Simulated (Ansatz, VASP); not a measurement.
# Two plane-wave programs on MgO

```xyz
2
Lattice="0.0000 2.1067 2.1067 2.1067 0.0000 2.1067 2.1067 2.1067 0.0000" Properties=species:S:1:pos:R:3 pbc="T T T"
Mg    0.0000    0.0000    0.0000
O     2.1067    2.1067    2.1067
```

Alike in both runs: functional PBEsol; k mesh 8 × 8 × 8; occupations gaussian, width 0.1 eV; no spin polarisation.

Ansatz relaxed the structure, and its values are those at the end. VASP's run is a single point on that final structure, the one shown.

```csv
,VASP,Ansatz
version,VASP 6.6.1,Ansatz 0.2.0
potentials or method,"VASP PAW PBE potentials, release 64 (Mg, O), cutoff 600 eV","scalar-relativistic, plane waves, PAW"
valence electrons in the cell,8,16
```

|  | VASP | Ansatz | Ansatz less VASP |
| --- | --- | --- | --- |
| gap on the k mesh at the Fermi level (eV) | 4.63 | 4.62 | -0.002 |
| least direct gap on the mesh (eV) | 4.63 | 4.62 | -0.002 |
| pressure (GPa) | -0.6 | 0.1 | +0.72 |

VASP's potentials were made for PBE, not for PBEsol. VASP's potentials hold 8 valence electrons a cell and Ansatz's 16, so a difference there can come from the potentials and not from the codes.
